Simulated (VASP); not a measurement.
# MnHg in VASP: single point with PBE

Aim: the single point of MnHg with PBE.

Everything below comes from runs of VASP 6.6.1. Logs are shortened: lines on timing, memory, paths and dates and some standing lists are left out, and cuts for length are marked.

## 1. The cell of the first run

The typed cell holds 2 atoms: a = 3.320 Å, b = 3.319 Å, c = 3.323 Å, α = 90.00°, β = 90.01°, γ = 90.00°.

## 2. Single point, PBE, collinear spin, ferromagnetic start

Input file INCAR:

```
ALGO = Normal
EDIFF = 1E-7
ENCUT = 520
GGA = PE
ISIF = 2
ISMEAR = -1
ISPIN = 2
LASPH = True
LCHARG = False
LMAXMIX = 4
LORBIT = 11
LREAL = False
LWAVE = False
MAGMOM = 4 0
NBANDS = 24
NELM = 150
PREC = Accurate
SIGMA = 0.05
```

Input file KPOINTS:

```
k-points
0
Gamma
  7 7 7
```

Input file POSCAR:

```
MnHg
1.0
    3.3198796710     -0.0000497277     -0.0001780398
   -0.0000497277      3.3189436591     -0.0001245872
   -0.0001780398     -0.0001245872      3.3229941349
Mn Hg
1 1
Direct
    0.4818090449      0.5153250387      0.4815256249
   -0.0182135449      0.0153091913     -0.0184624649
```

Potentials or basis: VASP PAW PBE potentials, release 64 (Mn_pv, Hg).

Command:

```
cat potpaw_PBE.64/Mn_pv/POTCAR potpaw_PBE.64/Hg/POTCAR > POTCAR
mpirun -np 1 vasp_std > vasp.out
```

OUTCAR:

```text
EDIFF = 1E-7
   ENCUT = 520
   GGA = PE
   ISIF = 2
   ISMEAR = -1
   ISPIN = 2
   LASPH = True
   LORBIT = 11
   LREAL = False
   NELM = 150
   PREC = Accurate

 ion  position               nearest neighbor table
   1  0.482  0.515  0.482-   2 2.88   2 2.88   2 2.88   2 2.88   2 2.88   2 2.88   2 2.88   2 2.88

   2  0.982  0.015  0.982-   1 2.88   1 2.88   1 2.88   1 2.88   1 2.88   1 2.88   1 2.88   1 2.88

  LATTYP: Found a triclinic cell.
 ALAT       =     4.6963839403
 B/A-ratio  =     0.7067019443
 C/A-ratio  =     0.7069012496
 COS(alpha) =     0.0000299597
 COS(beta)  =     0.0000970277
 COS(gamma) =     0.7066488558

  Lattice vectors:

 A1 = (  -0.0002277675,   3.3188190719,   3.3228695477)
 A2 = (  -0.0000497277,   3.3189436591,  -0.0001245872)
 A3 = (  -3.3198796710,   0.0000497277,   0.0001780398)

Analysis of symmetry for initial positions (statically):
=====================================================================
 Subroutine PRICEL returns:
 Original cell was already a primitive cell.

 Routine SETGRP: Setting up the symmetry group for a
 triclinic supercell.

 Subroutine GETGRP returns: Found  1 space group operations
 (whereof  1 operations were pure point group operations)
 out of a pool of  2 trial point group operations.

The static configuration has the point symmetry C_1 .

Analysis of symmetry for dynamics (positions and initial velocities):
=====================================================================
 Subroutine PRICEL returns:
 Original cell was already a primitive cell.

 Routine SETGRP: Setting up the symmetry group for a
 triclinic supercell.

 Subroutine GETGRP returns: Found  1 space group operations
 (whereof  1 operations were pure point group operations)
 out of a pool of  2 trial point group operations.

The dynamic configuration has the point symmetry C_1 .

Analysis of structural, dynamic, and magnetic symmetry:
=====================================================================
 Subroutine PRICEL returns:
 Original cell was already a primitive cell.

 Routine SETGRP: Setting up the symmetry group for a
 triclinic supercell.

 Subroutine GETGRP returns: Found  1 space group operations
 (whereof  1 operations were pure point group operations)
 out of a pool of  2 trial point group operations.

The overall configuration has the point symmetry C_1 .

[... 115 lines left out ...]
   IALGO  =     38    algorithm
   IMIX   =      4    mixing-type and parameters
     AMIX     =   0.40;   BMIX     =  1.00
     AMIX_MAG =   1.60;   BMIX_MAG =  1.00
  volume/ion in A,a.u.               =      18.31       123.54
  Fermi-wavevector in a.u.,A,eV,Ry     =   1.441576  2.724184 28.274833  2.078142
  Thomas-Fermi vector in A             =   2.560193
   LORBIT       =     11    0 simple, 1 ext, 2 COOP (PROOUT), +10 PAW based schemes
   GGA     = PE    functional components
   LHFCALC =     F    Hartree Fock is set to
   AEXX    =    0.0000 exact exchange contribution
   IVDW    =     0    specifies the selected vdW correction
   LEPSILON=     F    determine dielectric tensor
   LRPA    =     F    only Hartree local field effects (RPA)
 spin polarized calculation
  energy-cutoff  :      520.00
  volume of cell :       36.61
 maximum number of plane-waves:      1021
 NGX is ok and might be reduce to    28
   NGX = 13   NGY = 13   NGZ = 13

 number of electron      25.0000008 magnetization       3.9205032

 Free energy of the ion-electron system (eV)
  ---------------------------------------------------
  ext. energy  EPLUGINS =         0.00000000
  ---------------------------------------------------
  free energy    TOTEN  =        -8.51442674 eV

  energy without entropy =       -8.50841555  energy(sigma->0) =       -8.51142114

 E-fermi :   5.4816     XC(G=0): -11.6558

 val. band max:        5.4475919544   @ k =   0.0000   0.2857   0.0000
 cond. band min:       5.4990509490   @ k =  -0.0000   0.0000   0.4286
 fundamental gap:      0.0514589946
 Fermi energy:         5.4815740084

 spin component 1

 k-point     1 :       0.0000    0.0000    0.0000
  band No.  band energies     occupation
      1     -44.7224      1.00000
      2     -44.7217      1.00000
      3     -44.7214      1.00000
      4      -4.1271      1.00000
      5      -2.7509      1.00000
      6      -2.7494      1.00000
[... 637 lines left out ...]
     23      23.4491      0.00000
     24      24.2861      0.00000

 [... further k-points ...]

 spin component 2

 k-point     1 :       0.0000    0.0000    0.0000
  band No.  band energies     occupation
      1     -40.6508      1.00000
      2     -40.6503      1.00000
      3     -40.6502      1.00000
      4      -3.9166      1.00000
      5      -2.7340      1.00000
      6      -2.7322      1.00000
[... 637 lines left out ...]
     23      24.0335      0.00000
     24      24.4136      0.00000

 [... further k-points ...]

------------------------ aborting loop because EDIFF is reached ----------------------------------------

  FORCE on cell =-STRESS in cart. coord.  units (eV):
  Direction    XX          YY          ZZ          XY          YZ          ZX
  --------------------------------------------------------------------------------------
  -------------------------------------------------------------------------------------
  Total        0.0947917      0.0968543      0.0880531      0.0004173      0.0010486      0.0014703
  in kB        4.1479075      4.2381623      3.8530412      0.0182582      0.0458859      0.0643379
  external PRESSURE =       4.0797037 kB  Pullay stress =       0.0000000 kB

 VOLUME and BASIS-vectors are now :
 -----------------------------------------------------------------------------
  energy-cutoff  :      520.00
  volume of cell :       36.61
      direct lattice vectors                 reciprocal lattice vectors
     3.319879671 -0.000049728 -0.000178040     0.301215737  0.000004514  0.000016139
    -0.000049728  3.318943659 -0.000124587     0.000004514  0.301300686  0.000011297
    -0.000178040 -0.000124587  3.322994135     0.000016139  0.000011297  0.300933424

 POSITION                                       TOTAL-FORCE (eV/Angst)
 -----------------------------------------------------------------------------------
      1.59944      1.71025      1.59996        -0.000217     -0.000102      0.000159
      3.25924      0.05064      3.26147         0.000217      0.000102     -0.000159
 -----------------------------------------------------------------------------------
    total drift:                                0.000047      0.000129      0.000058

  FREE ENERGIE OF THE ION-ELECTRON SYSTEM (eV)
  ---------------------------------------------------
  free  energy   TOTEN  =        -8.5144267359 eV

  energy  without entropy=       -8.5084155511  energy(sigma->0) =       -8.51142114

 total charge

# of ion       s       p       d       tot
------------------------------------------
    1        0.248   6.174   4.973  11.394
    2        0.814   0.517   9.255  10.586
--------------------------------------------------
tot          1.062   6.691  14.227  21.980

 magnetization (x)

# of ion       s       p       d       tot
------------------------------------------
    1        0.025   0.016   3.802   3.843
    2       -0.044  -0.064   0.047  -0.061
--------------------------------------------------
tot         -0.019  -0.048   3.849   3.782
```

OSZICAR:

```text
N       E                     dE             d eps       ncg     rms          rms(c)
DAV:   1     0.233712223069E+03    0.23371E+03   -0.13764E+04 16664   0.117E+03
DAV:   2    -0.140989306719E+01   -0.23512E+03   -0.22346E+03 17272   0.342E+02
DAV:   3    -0.893164269049E+01   -0.75217E+01   -0.74985E+01 19632   0.691E+01
DAV:   4    -0.898571803542E+01   -0.54075E-01   -0.54072E-01 18464   0.550E+00
DAV:   5    -0.898653229112E+01   -0.81426E-03   -0.81424E-03 19992   0.615E-01    0.982E+00
DAV:   6    -0.870262684164E+01    0.28391E+00   -0.69891E+00 18680   0.194E+01    0.765E+00
DAV:   7    -0.852856740059E+01    0.17406E+00   -0.19896E+00 19320   0.121E+01    0.487E+00
DAV:   8    -0.851680782415E+01    0.11760E-01   -0.57016E-02 17216   0.174E+00    0.260E+00
DAV:   9    -0.851439165806E+01    0.24162E-02   -0.18131E-02 19256   0.894E-01    0.885E-01
DAV:  10    -0.851434513708E+01    0.46521E-04   -0.23663E-03 17280   0.435E-01    0.954E-02
DAV:  11    -0.851440945068E+01   -0.64314E-04   -0.11675E-04 18968   0.911E-02    0.262E-02
DAV:  12    -0.851442335663E+01   -0.13906E-04   -0.17947E-05 18344   0.321E-02    0.193E-02
DAV:  13    -0.851442703882E+01   -0.36822E-05   -0.35829E-06 18784   0.138E-02    0.829E-03
DAV:  14    -0.851442675118E+01    0.28764E-06   -0.32399E-07 16376   0.497E-03    0.280E-03
DAV:  15    -0.851442673587E+01    0.15309E-07   -0.53249E-08 10288   0.180E-03
   1 F= -.85144267E+01 E0= -.85114211E+01  d E =-.601118E-02  mag=     3.9206
```

Run time: 4 min. Hardware: 1 thread of AMD EPYC 7R43 (Zen 3), shared host; peak memory 0.31 GiB.

What came out:

| Property | Result |
| --- | --- |
| Free energy | -8.5144 eV |
| Pressure | 0.4 GPa |
| Net moment | 3.92 μB per cell |
| Site moments | Mn +3.84; Hg -0.06 μB |
| Valence electrons inside the program's atomic spheres | Mn 11.39; Hg 10.59 |

Caveat: spin-orbit coupling is left out, which moves the levels of the heavy elements.
